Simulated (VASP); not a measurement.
Runs of VASP 6.6.1 on Pd. The structure is that of space group Im-3m (No. 229), or close to it. The cells are those of the table. 

```tsv
cell	gap on the mesh (eV)	pressure (GPa)
a = 2.742 Å, angles 110.0, 110.0, 108.4°, 1 atom	none	-12.6
a = 2.705 Å, angles 108.9, 108.9, 110.6°, 1 atom	none	(a)
a = 2.751 Å, angles 110.3, 110.3, 107.9°, 1 atom	none	-13.8
a = 2.723 Å, angles 109.5°, 1 atom	none	-10.0
a = 2.732 Å, angles 109.7, 109.7, 108.9°, 1 atom	none	(b)
a = 2.696 Å, angles 108.7, 108.7, 111.1°, 1 atom	none	-5.3
a = 2.714 Å, angles 109.2, 109.2, 110.0°, 1 atom	none	-8.5
```

Alike in all rows: task single point; level PBEsol; potentials or basis VASP PAW PBE potentials, release 64 (Pd); no spin polarisation; k mesh 15 × 15 × 15; cutoff (eV) 520; smearing fermi-dirac 0.1 eV.

**Question.** Fill in the values left out.

**Answer.** (a) -7.0; (b) -11.4.

Caveats: the PAW data sets were made with another functional, which shifts forces and pressure a little.

A k mesh can miss the band edges, and the runs leave out spin-orbit coupling on Pd.

A gap of «none» marks levels without a gap at the run's occupations.
